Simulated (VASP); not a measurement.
The system is Li.

```
Li
1.0
    -1.74500    1.74500    1.74500
     1.74500   -1.74500    1.74500
     1.74500    1.74500   -1.74500
Li
1
Direct
  0.00000 0.00000 0.00000
```

| Property | Result |
| --- | --- |
| Program | VASP 6.6.1 |
| Task | relaxation of cell and atoms |
| Functional | PBEsol |
| Potentials or basis | VASP PAW PBE potentials, release 64 (Li_sv) |
| Cutoff | 600 eV |
| k mesh | 22 × 22 × 22 |
| Occupations | methfessel-paxton, width 0.1 eV |
| Spin | no spin polarisation |

At the start: pressure -0.7 GPa; volume 21.25 Å³/atom.

Q: Where does the relaxation end?

A: Over 4 steps the energy falls by 3.0 meV/atom and the volume is 20.00 Å³/atom (-5.9 %); space group Im-3m (No. 229, to 0.1 Å) before and after.

The path:
| step | energy change (eV) | largest force (eV/Å) | pressure (GPa) | volume (Å³) |
| --- | --- | --- | --- | --- |
| 1 | 0.0000 | 0.0000 | -0.73 | 21.25 |
| 2 | -0.0012 | 0.0000 | -0.57 | 20.96 |
| 3 | -0.0029 | 0.0000 | -0.16 | 20.26 |
| 4 | -0.0030 | 0.0000 | 0.01 | 20.00 |

Final structure:
```
Li
1.0
    -1.70989    1.70989    1.70989
     1.70989   -1.70989    1.70989
     1.70989    1.70989   -1.70989
Li
1
Direct
  0.00000 0.00000 0.00000
```

Caveat: the cutoff is under 1.25 times the usual one of these potentials, so pressure, stress and relaxed cells hold a basis-set (Pulay) error; the PAW data sets were made with another functional, which shifts forces and pressure a little.
